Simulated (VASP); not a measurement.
Crystal: SiC.

```xyz
4
Lattice="3.0760 0.0000 0.0000 -1.5380 2.6639 0.0000 0.0000 0.0000 5.0480" Properties=species:S:1:pos:R:3 pbc="T T T"
Si    1.5380    0.8880    2.5240
Si    0.0000    1.7759    0.0000
C     1.5380    0.8880    4.4675
C     0.0000    1.7759    1.9435
```

Base run:

- Program: VASP 6.6.1
- Functional: revPBE
- Potentials or basis: VASP PAW PBE potentials, release 64 (Si, C)
- Cutoff: 460 eV
- k mesh: 14 × 14 × 7
- Occupations: tetrahedron, width 0.03 eV
- Spin: no spin polarisation

Its results: band gap on the k mesh 2.43 eV (least direct gap 4.10 eV).

**Question.** The run is repeated on the same cell with these changes: cutoff from 460 eV to 640 eV; k mesh from 14 × 14 × 7 to 30 × 30 × 16. What comes out?

**Answer.** Band gap on the k mesh 2.35 eV (least direct gap 4.10 eV).

A k mesh can miss the band edges.
